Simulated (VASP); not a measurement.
C, 2 atoms in the cell. The structure is monoclinic, space group C2/m (No. 12). The conventional cell has a = 4.254 Å, b = 2.456 Å, c = 3.635 Å, α = 90.00°, β = 112.96°, γ = 90.00°. C (site symmetry m) has 1 C at 0.99 Å within 1.3 Å.  This cell differs from its parent crystal: shortest bond scaled by 0.7.

* Program: VASP 6.6.1
* Task: electric field gradients
* Functional: PBE
* Potentials or basis: VASP PAW PBE potentials, release 64 (C)
* Cutoff: 520 eV
* k mesh: 14 × 14 × 14
* Occupations: fermi-dirac, width 0.05 eV
* Spin: no spin polarisation
* Dipole correction: no
* Further INCAR settings: ALGO = Normal; EDIFF = 1e-08; NBANDS = 11

Potentials or basis: VASP PAW PBE potentials, release 64 (C).

Run with:

```bash
$ cat potpaw_PBE.64/C/POTCAR > POTCAR
$ mpirun -np 1 vasp_std > vasp.out
```

Hardware: 1 thread of AMD EPYC 7R13, with other jobs on the host.

**Question.** How long does it take, and how much memory?

**Answer.** Wall time 5.4 min on 1 thread of AMD EPYC 7R13, with other jobs on the host, peak memory 0.21 GiB. Counts: scf iterations 14, k points 744.
